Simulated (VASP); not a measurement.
# Hf (Cmcm) in VASP: relaxation of cell and atoms with PBE

Aim: the relaxation of cell and atoms of Hf with PBE.

All numbers are computed with VASP 6.6.1; they aren't measurements. Logs are shortened: lines on timing, memory, paths and dates and some standing lists are left out, and cuts for length are marked.

### Step 1. The cell of the first run

It takes space group Cmcm (No. 63, orthorhombic). Conventional cell: a = 3.047 Å, b = 10.156 Å, c = 3.079 Å, α = 90.00°, β = 90.00°, γ = 90.00°. Hf (site symmetry m2m) has 10 Hf at 3.03 to 3.33 Å within 4.0 Å.

### Step 2. Relaxation of cell and atoms, PBE

INCAR

```
SYSTEM = Hf
PREC = Accurate
ENCUT = 600
EDIFF = 1E-6
ISMEAR = 0
SIGMA = 0.1
LREAL = .False.
LASPH = .True.
NELM = 80
ALGO = Fast
ISIF = 3
LWAVE = .False.
LCHARG = .False.
GGA = PE
IBRION = 2
NSW = 100
EDIFFG = -0.01
```

KPOINTS

```
regular mesh
0
Gamma
  18 18 18
  0 0 0
```

POSCAR

```
Hf
1.0
    1.5235392147     -5.0779434142      0.0000000000
    1.5235392147      5.0779434142      0.0000000000
    0.0000000000      0.0000000000      3.0791168363
Hf
2
Direct
    0.8545917209      0.1454082791      0.2500000000
    0.1454082791      0.8545917209      0.7500000000
```

Potentials or basis: VASP PAW PBE potentials, release 64 (Hf_pv).

Launch:

```console
> cat potpaw_PBE.64/Hf_pv/POTCAR > POTCAR
> mpirun -np 1 vasp_std > vasp.out
```

OUTCAR:

```text
SYSTEM = Hf
   PREC = Accurate
   ENCUT = 600
   EDIFF = 1E-6
   ISMEAR = 0
   LREAL = .False.
   LASPH = .True.
   NELM = 80
   ISIF = 3
   GGA = PE
   IBRION = 2
   NSW = 100
   EDIFFG = -0.01

 ion  position               nearest neighbor table
   1  0.855  0.145  0.250-   2 3.03   2 3.03   2 3.03   2 3.03   2 3.33   2 3.33
   2  0.145  0.855  0.750-   1 3.03   1 3.03   1 3.03   1 3.03   1 3.33   1 3.33

  LATTYP: Found a base centered orthorhombic cell.
 ALAT       =     3.0470784294
 B/A-ratio  =     3.3329916061
 C/A-ratio  =     1.0105144674

  Lattice vectors:

 A1 = (   1.5235392147,  -5.0779434142,   0.0000000000)
 A2 = (   1.5235392147,   5.0779434142,   0.0000000000)
 A3 = (   0.0000000000,   0.0000000000,   3.0791168363)

Analysis of symmetry for initial positions (statically):
=====================================================================
 Subroutine PRICEL returns:
 Original cell was already a primitive cell.

 Routine SETGRP: Setting up the symmetry group for a
 base centered orthorhombic supercell.

 Subroutine GETGRP returns: Found  8 space group operations
 (whereof  4 operations were pure point group operations)
 out of a pool of  8 trial point group operations.

The static configuration has the point symmetry C_2h.
 The point group associated with its full space group is D_2h.

Analysis of symmetry for dynamics (positions and initial velocities):
=====================================================================
 Subroutine PRICEL returns:
 Original cell was already a primitive cell.

 Routine SETGRP: Setting up the symmetry group for a
 base centered orthorhombic supercell.

 Subroutine GETGRP returns: Found  8 space group operations
 (whereof  4 operations were pure point group operations)
 out of a pool of  8 trial point group operations.

The dynamic configuration has the point symmetry C_2h.
 The point group associated with its full space group is D_2h.

 Subroutine INISYM returns: Found  8 space group operations
 (whereof  4 operations are pure point group operations),
 and found     1 'primitive' translations

----------------------------------------------------------------------------------------

                                     Primitive cell

  volume of cell :      47.6428

  direct lattice vectors                    reciprocal lattice vectors
     1.523539215 -5.077943414  0.000000000     0.328183217 -0.098465059  0.000000000
     1.523539215  5.077943414  0.000000000     0.328183217  0.098465059  0.000000000
     0.000000000  0.000000000  3.079116836     0.000000000  0.000000000  0.324768449

  length of vectors
     5.301573451  5.301573451  3.079116836     0.342636238  0.342636238  0.324768449

  position of ions in fractional coordinates (direct lattice)
     0.854591721  0.145408279  0.250000000
     0.145408279  0.854591721  0.750000000

  ion indices of the primitive-cell ions
   primitive index   ion index
                 1           1
                 2           2

----------------------------------------------------------------------------------------

 KPOINTS: regular mesh

Automatic generation of k-mesh.
 Grid dimensions read from file:
 generate k-points for:   18   18   18

 Generating k-lattice:

  Cartesian coordinates                     Fractional coordinates (reciprocal lattice)
     0.018232401 -0.005470281  0.000000000     0.055555556  0.000000000  0.000000000
     0.018232401  0.005470281  0.000000000     0.000000000  0.055555556  0.000000000
     0.000000000  0.000000000  0.018042692     0.000000000  0.000000000  0.055555556

  Length of vectors
     0.019035347  0.019035347  0.018042692

  Shift w.r.t. Gamma in fractional coordinates (k-lattice)
     0.000000000  0.000000000  0.000000000

 Subroutine IBZKPT returns following result:
 ===========================================

 Found    910 irreducible k-points:

 Following reciprocal coordinates:
            Coordinates               Weight
  0.000000  0.000000  0.000000      1.000000
  0.055556 -0.000000  0.000000      4.000000
  0.111111 -0.000000  0.000000      4.000000
  0.166667 -0.000000  0.000000      4.000000
  0.222222 -0.000000  0.000000      4.000000
  0.277778 -0.000000  0.000000      4.000000
[... 16 lines left out ...]
 -0.277778  0.055556  0.000000      4.000000
 -0.222222  0.055556  0.000000      4.000000
 [... further k-points ...]
   k-points           NKPTS =    910   k-points in BZ     NKDIM =    910   number of bands    NBANDS=     14
   number of dos      NEDOS =    301   number of ions     NIONS =      2
   total plane-waves  NPLWV =  49392
   dimension x,y,z NGX =    42 NGY =   42 NGZ =   28
   dimension x,y,z NGXF=    84 NGYF=   84 NGZF=   56
   ions per type =               2
   NGX,Y,Z   is equivalent  to a cutoff of  13.17, 13.17, 15.12 a.u.
   NGXF,Y,Z  is equivalent  to a cutoff of  26.34, 26.34, 30.24 a.u.
 SYSTEM =  Hf
   PREC   = accura    normal or accurate (medium, high low for compatibility)
   ISTART =      0    job   : 0-new  1-cont  2-samecut
   ICHARG =      2    charge: 1-file 2-atom 10-const
   ISPIN  =      1    spin polarized calculation?
   LNONCOLLINEAR =      F non collinear calculations
   LSORBIT =      F    spin-orbit coupling
   LASPH  =      T    aspherical Exc in radial PAW
   ENCUT  =  600.0 eV  44.10 Ry    6.64 a.u.  10.59 10.59  6.15*2*pi/ulx,y,z
   NELM   =     80;   NELMIN=  2; NELMDL= -5     # of ELM steps
   EDIFF  = 0.1E-05   stopping-criterion for ELM
   LREAL  =      F    real-space projection
   EDIFFG = -.1E-01   stopping-criterion for IOM
   NSW    =    100    number of steps for IOM
   IBRION =      2    ionic relax: 0-MD 1-quasi-New 2-CG
   NFREE  =      1    steps in history (QN), initial steepest desc. (CG)
   ISIF   =      3    stress and relaxation
   ISYM   =      2    0-nonsym 1-usesym 2-fastsym
   POTIM  = 0.5000    time-step for ionic-motion
   TEBEG  =    0.0;   TEEND  =   0.0 temperature during run
   PSTRESS=    0.0 pullay stress
   NELECT =      20.0000    total number of electrons
   NUPDOWN=      -1.0000    fix difference up-down
   EMIN   =  10.00;   EMAX   =-10.00  energy-range for DOS
   EFERMI =   0.00;   METHOD = LEGACY
   ISMEAR =     0;   SIGMA  =   0.10  broadening in eV -4-tet -1-fermi 0-gaus
   EFERMI_NEDOS =   21; number of points for ismear=-14 and -15
   IALGO  =     68    algorithm
   IMIX   =      4    mixing-type and parameters
     AMIX     =   0.40;   BMIX     =  1.00
     AMIX_MAG =   1.60;   BMIX_MAG =  1.00
  volume/ion in A,a.u.               =      23.82       160.75
  Fermi-wavevector in a.u.,A,eV,Ry     =   1.225798  2.316423 20.443855  1.502581
  Thomas-Fermi vector in A             =   2.360823
   LORBIT       =      0    0 simple, 1 ext, 2 COOP (PROOUT), +10 PAW based schemes
   GGA     = PE    functional components
   LHFCALC =     F    Hartree Fock is set to
   AEXX    =    0.0000 exact exchange contribution
   IVDW    =     0    specifies the selected vdW correction
   LEPSILON=     F    determine dielectric tensor
   LRPA    =     F    only Hartree local field effects (RPA)
 conjugate gradient relaxation of ions
 non-spin polarized calculation
 RMM-DIIS sequential band-by-band and
 Gauss-broadening in eV      SIGMA  =   0.10
  energy-cutoff  :      600.00
  volume of cell :       47.64
 maximum number of plane-waves:      1616
   NGX = 21   NGY = 21   NGZ = 13

--------------------------------------- Ionic step        1  -------------------------------------------

 number of electron      20.0000000 magnetization

 Free energy of the ion-electron system (eV)
  ---------------------------------------------------
  ext. energy  EPLUGINS =         0.00000000
  ---------------------------------------------------
  free energy    TOTEN  =       -19.45223388 eV

  energy without entropy =      -19.44564528  energy(sigma->0) =      -19.44893958

------------------------ aborting loop because EDIFF is reached ----------------------------------------

  FORCE on cell =-STRESS in cart. coord.  units (eV):
  Direction    XX          YY          ZZ          XY          YZ          ZX
  --------------------------------------------------------------------------------------
  -------------------------------------------------------------------------------------
  Total       -0.0503245     -0.1662029     -0.0627367      0.0000000      0.0000000      0.0000000
  in kB       -1.6923589     -5.5892248     -2.1097686      0.0000000      0.0000000      0.0000000
  external PRESSURE =      -3.1304508 kB  Pullay stress =       0.0000000 kB
[... 237 lines left out ...]
  energy  without entropy=      -19.4458513691  energy(sigma->0) =      -19.44917488

--------------------------------------- Ionic step        8  -------------------------------------------

 number of electron      20.0000001 magnetization

 Free energy of the ion-electron system (eV)
  ---------------------------------------------------
  ext. energy  EPLUGINS =         0.00000000
  ---------------------------------------------------
  free energy    TOTEN  =       -19.45250681 eV

  energy without entropy =      -19.44582736  energy(sigma->0) =      -19.44916709

 E-fermi :   4.3513     XC(G=0): -10.9371

 val. band max:        4.3511227810   @ k =   0.5000   0.1667   0.2778
 cond. band min:       4.3528095574   @ k =   0.5000   0.1667   0.3333
 fundamental gap:      0.0016867765
 Fermi energy:         4.3512720553

 k-point     1 :       0.0000    0.0000    0.0000
  band No.  band energies     occupation
      1     -26.5225      2.00000
      2     -26.0138      2.00000
      3     -25.9790      2.00000
      4     -25.7854      2.00000
      5     -25.7718      2.00000
      6     -25.7550      2.00000
      7      -2.6125      2.00000
      8       1.0075      2.00000
      9       2.5043      2.00000
     10       4.2694      1.75318
     11       4.8980      0.00000
     12       6.0390      0.00000
     13       7.2144      0.00000
     14       7.6094      0.00000
[... 375 lines left out ...]
 k-point    24 :      -0.2222    0.0556    0.0000
  band No.  band energies     occupation
      1     -26.4734      2.00000
      2     -26.1658      2.00000
      3     -25.9799      2.00000
      4     -25.9276      2.00000
      5     -25.7777      2.00000
      6     -25.7621      2.00000
      7      -1.8096      2.00000
      8       1.4224      2.00000
      9       2.9983      2.00000
     10       4.0654      1.99995
     11       4.7959      0.00000
     12       6.2784      0.00000
     13       6.4072      0.00000
     14       6.9122      0.00000

 [... further k-points ...]
[... 5 lines left out ...]
  --------------------------------------------------------------------------------------
  -------------------------------------------------------------------------------------
  Total       -0.0096536     -0.0074068     -0.0006151      0.0000000      0.0000000      0.0000000
  in kB       -0.3257793     -0.2499564     -0.0207586      0.0000000      0.0000000      0.0000000
  external PRESSURE =      -0.1988314 kB  Pullay stress =       0.0000000 kB
[... 17 lines left out ...]
  FREE ENERGIE OF THE ION-ELECTRON SYSTEM (eV)
  ---------------------------------------------------
  free  energy   TOTEN  =       -19.4525068145 eV

  energy  without entropy=      -19.4458273642  energy(sigma->0) =      -19.44916709

 reached required accuracy - stopping structural energy minimisation
```

Wall time 1.7 h (1 thread of Oxide Virtual Turin-like, shared host); peak memory 0.74 GiB.

Results:

```yaml
Free_energy: -19.4525 eV
Relaxed_volume: 23.74 Å³/atom
Relaxed_cell: a = 5.286 Å, b = 5.286 Å, c = 3.079 Å, α = 90.00°, β = 90.00°, γ = 146.50°
Space_group_after_relaxing_to_0.1_Å: Cmcm (No. 63)
Energy_gained_by_relaxing: 0.1 meV/atom
Ionic_steps: 8
Pressure_after_relaxing: 0.0 GPa
Largest_force_after_relaxing: 0.006 eV/Å
Band_gap_on_the_k_mesh: zero (bands 10 and 11 overlap by 1.17 eV)
```

Forces on the atoms (eV/Å):
```
Hf   0.000 -0.006  0.000
Hf   0.000  0.006  0.000
```

Step by step:
| step | energy change (eV) | largest force (eV/Å) | pressure (GPa) | volume (Å³) |
| --- | --- | --- | --- | --- |
| 1 | 0.0000 | 0.0115 | -0.31 | 47.64 |
| 2 | 0.0000 | 0.0462 | 0.37 | 47.32 |
| 3 | -0.0002 | 0.0182 | 0.07 | 47.48 |
| 4 | -0.0002 | 0.0157 | 0.01 | 47.49 |
| 5 | -0.0002 | 0.0168 | 0.01 | 47.49 |
| 6 | -0.0002 | 0.0178 | -0.01 | 47.48 |
| 7 | -0.0003 | 0.0103 | 0.00 | 47.48 |
| 8 | -0.0003 | 0.0055 | -0.02 | 47.48 |

Final structure:
```cif
data_structure
_symmetry_space_group_name_H-M 'P 1'
_symmetry_Int_Tables_number 1
_cell_length_a 5.2855
_cell_length_b 5.2855
_cell_length_c 3.0787
_cell_angle_alpha 90.000
_cell_angle_beta 90.000
_cell_angle_gamma 146.497
_cell_volume 47.48
loop_
_atom_site_label
_atom_site_type_symbol
_atom_site_fract_x
_atom_site_fract_y
_atom_site_fract_z
_atom_site_occupancy
Hf1 Hf 0.85470 0.14530 0.25000 1
Hf2 Hf 0.14530 0.85470 0.75000 1
```

Levels at points of the mesh, in eV from the Fermi level:
| k point | band 7 | band 8 | band 9 | band 10 | band 11 | band 12 | band 13 | band 14 |
| --- | --- | --- | --- | --- | --- | --- | --- | --- |
| (0.00, 0.00, 0.00) | -6.96 | -3.34 | -1.85 | -0.08 | 0.55 | 1.69 | 2.86 | 3.26 |
| (0.50, 0.00, 0.00) | -3.43 | -2.75 | -1.19 | 0.33 | 0.74 | 1.37 | 1.88 | 1.92 |
| (0.50, 0.50, 0.00) | -5.40 | -4.62 | -1.97 | -1.05 | 0.09 | 2.07 | 2.84 | 2.91 |
| (0.00, 0.00, 0.50) | -2.72 | -2.72 | -1.31 | -1.31 | 0.74 | 0.74 | 1.88 | 1.88 |
| (0.50, 0.00, 0.50) | -2.66 | -2.66 | -1.47 | -1.47 | 1.65 | 1.65 | 3.14 | 3.14 |
| (0.50, 0.50, 0.50) | -3.43 | -3.43 | -0.07 | -0.07 | 0.62 | 0.62 | 2.34 | 2.34 |

Caveat: spin-orbit coupling is left out, which moves the levels of the heavy elements.
